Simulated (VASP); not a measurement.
# Zn2Co (Fm-3m) in VASP: further runs

Runs on Zn2Co. Level: r2SCAN. Tasks: single point, relaxation of cell and atoms.

Everything below comes from runs of VASP 6.6.1. Logs are shortened: lines on timing, memory, paths and dates and some standing lists are left out, and cuts for length are marked.

### Step 1. The cell of the first run

It takes space group Fm-3m (No. 225, cubic). Conventional cell: a = 5.567 Å, b = 5.567 Å, c = 5.567 Å, α = 90.00°, β = 90.00°, γ = 90.00°. Within 3.2 Å of Zn (site symmetry -43m) lie 4 Co at 2.41 Å and 6 Zn at 2.78 Å. Co (site symmetry m-3m) has 8 Zn at 2.41 Å within 3.2 Å.

### Step 2. Single point, r2SCAN

Input file POSCAR:

```
Zn2Co
1.0
    0.0000000000      2.7836037109      2.7836037109
    2.7836037109      0.0000000000      2.7836037109
    2.7836037109      2.7836037109      0.0000000000
Zn Co
2 1
Direct
    0.2500000000      0.2500000000      0.2500000000
    0.7500000000      0.7500000000      0.7500000000
    0.0000000000      0.0000000000      0.0000000000
```

Input file INCAR.step1:

```
SYSTEM = Zn2Co
ALGO = Normal
EDIFF = 1E-4
ENCUT = 520
GGA = PE
ISMEAR = 0
LASPH = .True.
LCHARG = .False.
LREAL = .False.
LWAVE = .True.
NBANDS = 24
NELM = 80
PREC = Accurate
SIGMA = 0.1
```

Input file INCAR.step2:

```
SYSTEM = Zn2Co
ALGO = Normal
EDIFF = 1E-7
ENCUT = 520
ISIF = 2
ISMEAR = 0
ISTART = 1
LASPH = .True.
LCHARG = .False.
LMIXTAU = .True.
LREAL = .False.
LWAVE = .False.
METAGGA = R2SCAN
NBANDS = 24
NELM = 80
PREC = Accurate
SIGMA = 0.1
```

Input file KPOINTS:

```
k-points
0
Gamma
  6 6 6
  0 0 0
```

Potentials or basis: VASP PAW PBE potentials, release 64 (Zn, Co).

Started as:

```
$ cat potpaw_PBE.64/Zn/POTCAR potpaw_PBE.64/Co/POTCAR > POTCAR
$ cp INCAR.step1 INCAR
$ mpirun -np 1 vasp_std > vasp.out
$ cp INCAR.step2 INCAR
$ mpirun -np 1 vasp_std > vasp.out
```

OUTCAR:

```text
SYSTEM = Zn2Co
   EDIFF = 1E-7
   ENCUT = 520
   ISIF = 2
   ISMEAR = 0
   ISTART = 1
   LASPH = .True.
   LREAL = .False.
   METAGGA = R2SCAN
   NELM = 80
   PREC = Accurate

 ion  position               nearest neighbor table
   1  0.250  0.250  0.250-   3 2.41   3 2.41   3 2.41   3 2.41   2 2.78   2 2.78   2 2.78   2 2.78
                             2 2.78   2 2.78
   2  0.750  0.750  0.750-   3 2.41   3 2.41   3 2.41   3 2.41   1 2.78   1 2.78   1 2.78   1 2.78
                             1 2.78   1 2.78
   3  0.000  0.000  0.000-   2 2.41   2 2.41   2 2.41   1 2.41   2 2.41   1 2.41   1 2.41   1 2.41

  LATTYP: Found a face centered cubic cell.
 ALAT       =     5.5672074218

  Lattice vectors:

 A1 = (   0.0000000000,   2.7836037109,   2.7836037109)
 A2 = (   2.7836037109,   0.0000000000,   2.7836037109)
 A3 = (   2.7836037109,   2.7836037109,   0.0000000000)

Analysis of symmetry for initial positions (statically):
=====================================================================
 Subroutine PRICEL returns:
 Original cell was already a primitive cell.

 Routine SETGRP: Setting up the symmetry group for a
 face centered cubic supercell.

 Subroutine GETGRP returns: Found 48 space group operations
 (whereof 48 operations were pure point group operations)
 out of a pool of 48 trial point group operations.

The static configuration has the point symmetry O_h .

Analysis of symmetry for dynamics (positions and initial velocities):
=====================================================================
 Subroutine PRICEL returns:
 Original cell was already a primitive cell.

 Routine SETGRP: Setting up the symmetry group for a
 face centered cubic supercell.

 Subroutine GETGRP returns: Found 48 space group operations
 (whereof 48 operations were pure point group operations)
 out of a pool of 48 trial point group operations.

The dynamic configuration has the point symmetry O_h .

 Subroutine INISYM returns: Found 48 space group operations
 (whereof 48 operations are pure point group operations),
 and found     1 'primitive' translations

----------------------------------------------------------------------------------------

                                     Primitive cell

  volume of cell :      43.1372

  direct lattice vectors                    reciprocal lattice vectors
     0.000000000  2.783603711  2.783603711    -0.179623270  0.179623270  0.179623270
     2.783603711  0.000000000  2.783603711     0.179623270 -0.179623270  0.179623270
     2.783603711  2.783603711  0.000000000     0.179623270  0.179623270 -0.179623270

  length of vectors
     3.936610120  3.936610120  3.936610120     0.311116629  0.311116629  0.311116629

  position of ions in fractional coordinates (direct lattice)
     0.250000000  0.250000000  0.250000000
     0.750000000  0.750000000  0.750000000
     0.000000000  0.000000000  0.000000000

  ion indices of the primitive-cell ions
   primitive index   ion index
                 1           1
                 2           2
                 3           3

----------------------------------------------------------------------------------------

 KPOINTS: k-points

Automatic generation of k-mesh.
 Grid dimensions read from file:
 generate k-points for:    6    6    6

 Generating k-lattice:

  Cartesian coordinates                     Fractional coordinates (reciprocal lattice)
    -0.029937212  0.029937212  0.029937212     0.166666667  0.000000000  0.000000000
     0.029937212 -0.029937212  0.029937212     0.000000000  0.166666667  0.000000000
     0.029937212  0.029937212 -0.029937212     0.000000000  0.000000000  0.166666667

  Length of vectors
     0.051852772  0.051852772  0.051852772

  Shift w.r.t. Gamma in fractional coordinates (k-lattice)
     0.000000000  0.000000000  0.000000000

 Subroutine IBZKPT returns following result:
 ===========================================

 Found     16 irreducible k-points:

 Following reciprocal coordinates:
            Coordinates               Weight
  0.000000  0.000000  0.000000      1.000000
  0.166667  0.000000  0.000000      8.000000
  0.333333  0.000000  0.000000      8.000000
  0.500000  0.000000  0.000000      4.000000
  0.166667  0.166667  0.000000      6.000000
  0.333333  0.166667  0.000000     24.000000
[... 8 lines left out ...]
 -0.333333  0.333333  0.166667     24.000000
 -0.333333  0.500000  0.166667     12.000000
   k-points           NKPTS =     16   k-points in BZ     NKDIM =     16   number of bands    NBANDS=     24
   number of dos      NEDOS =    301   number of ions     NIONS =      3
   total plane-waves  NPLWV =  27000
   dimension x,y,z NGX =    30 NGY =   30 NGZ =   30
   dimension x,y,z NGXF=    60 NGYF=   60 NGZF=   60
   ions per type =               2   1
   NGX,Y,Z   is equivalent  to a cutoff of  12.67, 12.67, 12.67 a.u.
   NGXF,Y,Z  is equivalent  to a cutoff of  25.34, 25.34, 25.34 a.u.
 SYSTEM =  Zn2Co
   PREC   = accura    normal or accurate (medium, high low for compatibility)
   ISTART =      1    job   : 0-new  1-cont  2-samecut
   ICHARG =      0    charge: 1-file 2-atom 10-const
   ISPIN  =      1    spin polarized calculation?
   LNONCOLLINEAR =      F non collinear calculations
   LSORBIT =      F    spin-orbit coupling
   LASPH  =      T    aspherical Exc in radial PAW
   ENCUT  =  520.0 eV  38.22 Ry    6.18 a.u.   7.32  7.32  7.32*2*pi/ulx,y,z
   NELM   =     80;   NELMIN=  2; NELMDL=  0     # of ELM steps
   EDIFF  = 0.1E-06   stopping-criterion for ELM
   LREAL  =      F    real-space projection
   EDIFFG = 0.1E-05   stopping-criterion for IOM
   NSW    =      0    number of steps for IOM
   IBRION =     -1    ionic relax: 0-MD 1-quasi-New 2-CG
   NFREE  =      0    steps in history (QN), initial steepest desc. (CG)
   ISIF   =      2    stress and relaxation
   ISYM   =      2    0-nonsym 1-usesym 2-fastsym
   POTIM  = 0.5000    time-step for ionic-motion
   TEBEG  =    0.0;   TEEND  =   0.0 temperature during run
   PSTRESS=    0.0 pullay stress
   NELECT =      33.0000    total number of electrons
   NUPDOWN=      -1.0000    fix difference up-down
   EMIN   =  10.00;   EMAX   =-10.00  energy-range for DOS
   EFERMI =   0.00;   METHOD = LEGACY
   ISMEAR =     0;   SIGMA  =   0.10  broadening in eV -4-tet -1-fermi 0-gaus
   EFERMI_NEDOS =   21; number of points for ismear=-14 and -15
   IALGO  =     38    algorithm
   IMIX   =      4    mixing-type and parameters
     AMIX     =   0.40;   BMIX     =  1.00
     AMIX_MAG =   1.60;   BMIX_MAG =  1.00
  volume/ion in A,a.u.               =      14.38        97.03
  Fermi-wavevector in a.u.,A,eV,Ry     =   1.497254  2.829399 30.501116  2.241769
  Thomas-Fermi vector in A             =   2.609165
   LORBIT       =      0    0 simple, 1 ext, 2 COOP (PROOUT), +10 PAW based schemes
   METAGGA = R2SCAN    functional components
   LHFCALC =     F    Hartree Fock is set to
   AEXX    =    0.0000 exact exchange contribution
   IVDW    =     0    specifies the selected vdW correction
   LEPSILON=     F    determine dielectric tensor
   LRPA    =     F    only Hartree local field effects (RPA)
 non-spin polarized calculation
 Gauss-broadening in eV      SIGMA  =   0.10
  energy-cutoff  :      520.00
  volume of cell :       43.14
 maximum number of plane-waves:      1211
 NGX is ok and might be reduce to    30
   NGX = 15   NGY = 15   NGZ = 15

 number of electron      32.9999971 magnetization

 Free energy of the ion-electron system (eV)
  ---------------------------------------------------
  ext. energy  EPLUGINS =         0.00000000
  ---------------------------------------------------
  free energy    TOTEN  =       -29.89091302 eV

  energy without entropy =      -29.87946923  energy(sigma->0) =      -29.88519113

 E-fermi :   3.6722     XC(G=0): -12.6158

 val. band max:        3.6303121013   @ k =  -0.3333   0.5000   0.1667
 cond. band min:       3.7071250311   @ k =  -0.3333   0.3333   0.0000
 fundamental gap:      0.0768129298
 Fermi energy:         3.6722427315

 k-point     1 :       0.0000    0.0000    0.0000
  band No.  band energies     occupation
      1      -5.7017      2.00000
      2      -4.0098      2.00000
      3      -4.0098      2.00000
      4      -3.7833      2.00000
      5      -3.7833      2.00000
      6      -3.7833      2.00000
[... 16 lines left out ...]
     23      11.7752      0.00000
     24      14.4609      0.00000

 k-point     2 :       0.1667    0.0000    0.0000
  band No.  band energies     occupation
      1      -5.2763      2.00000
      2      -3.9378      2.00000
      3      -3.9378      2.00000
      4      -3.7741      2.00000
      5      -3.7308      2.00000
      6      -3.7308      2.00000
[... 16 lines left out ...]
     23      13.4167      0.00000
     24      14.1777      0.00000

 k-point     3 :       0.3333    0.0000    0.0000
  band No.  band energies     occupation
      1      -4.1848      2.00000
      2      -3.7404      2.00000
      3      -3.7404      2.00000
      4      -3.6661      2.00000
      5      -3.5921      2.00000
      6      -3.5920      2.00000
[... 16 lines left out ...]
     23      12.4261      0.00000
     24      16.5491      0.00000

 k-point     4 :       0.5000    0.0000    0.0000
  band No.  band energies     occupation
      1      -3.7987      2.00000
      2      -3.4915      2.00000
      3      -3.4913      2.00000
      4      -3.4868      2.00000
      5      -3.4868      2.00000
      6      -3.4593      2.00000
[... 16 lines left out ...]
     23      12.0396      0.00000
     24      19.2225      0.00000

 k-point     5 :       0.1667    0.1667    0.0000
  band No.  band energies     occupation
      1      -5.1476      2.00000
      2      -3.9607      2.00000
      3      -3.8600      2.00000
      4      -3.8319      2.00000
      5      -3.6878      2.00000
      6      -3.6877      2.00000
[... 235 lines left out ...]
 k-point    14 :       0.5000    0.3333    0.1667
  band No.  band energies     occupation
      1      -3.9754      2.00000
      2      -3.8512      2.00000
      3      -3.6729      2.00000
      4      -3.5763      2.00000
      5      -3.4822      2.00000
      6      -3.4717      2.00000
[... 16 lines left out ...]
     23      16.7400      0.00000
     24      17.6994      0.00000

 k-point    15 :      -0.3333    0.3333    0.1667
  band No.  band energies     occupation
      1      -3.8223      2.00000
      2      -3.7738      2.00000
      3      -3.7591      2.00000
      4      -3.6397      2.00000
      5      -3.3746      2.00000
      6      -3.3605      2.00000
[... 16 lines left out ...]
     23      15.5682      0.00000
     24      17.6595      0.00000

 k-point    16 :      -0.3333    0.5000    0.1667
  band No.  band energies     occupation
      1      -3.9199      2.00000
      2      -3.8285      2.00000
      3      -3.8159      2.00000
      4      -3.5616      2.00000
      5      -3.5388      2.00000
      6      -3.3588      2.00000
[... 16 lines left out ...]
     23      16.6715      0.00000
     24      19.7242      0.00000

------------------------ aborting loop because EDIFF is reached ----------------------------------------

  FORCE on cell =-STRESS in cart. coord.  units (eV):
  Direction    XX          YY          ZZ          XY          YZ          ZX
  --------------------------------------------------------------------------------------
  -------------------------------------------------------------------------------------
  Total        0.1833033      0.1833033      0.1833033     -0.0000000     -0.0000000      0.0000000
  in kB        6.8081419      6.8081419      6.8081419     -0.0000000     -0.0000000      0.0000000
  external PRESSURE =       6.8081419 kB  Pullay stress =       0.0000000 kB

 VOLUME and BASIS-vectors are now :
 -----------------------------------------------------------------------------
  energy-cutoff  :      520.00
  volume of cell :       43.14
      direct lattice vectors                 reciprocal lattice vectors
     0.000000000  2.783603711  2.783603711    -0.179623270  0.179623270  0.179623270
     2.783603711  0.000000000  2.783603711     0.179623270 -0.179623270  0.179623270
     2.783603711  2.783603711  0.000000000     0.179623270  0.179623270 -0.179623270

 POSITION                                       TOTAL-FORCE (eV/Angst)
 -----------------------------------------------------------------------------------
      1.39180      1.39180      1.39180        -0.000000      0.000000     -0.000000
      4.17541      4.17541      4.17541         0.000000     -0.000000      0.000000
      0.00000      0.00000      0.00000         0.000000     -0.000000      0.000000
 -----------------------------------------------------------------------------------
    total drift:                                0.000000     -0.000000      0.000000

  FREE ENERGIE OF THE ION-ELECTRON SYSTEM (eV)
  ---------------------------------------------------
  free  energy   TOTEN  =       -29.8909130195 eV

  energy  without entropy=      -29.8794692329  energy(sigma->0) =      -29.88519113
```

Run time: 81 s. Hardware: 1 thread of Intel Xeon Platinum 8488C (Sapphire Rapids), shared host; peak memory 0.17 GiB.

What came out:

```yaml
Free_energy: -29.8909 eV
Pressure: 0.7 GPa
Band_gap_on_the_k_mesh: zero (an odd number of electrons rules out a gap without spin polarisation)
```

Caveat: the PAW data sets were made with another functional, which shifts forces and pressure a little; the run has no spin polarisation, though such a crystal can be magnetic.

[end of part 1 of 2]

The gap in the log of VASP goes by the Fermi energy; the results here count the filled bands.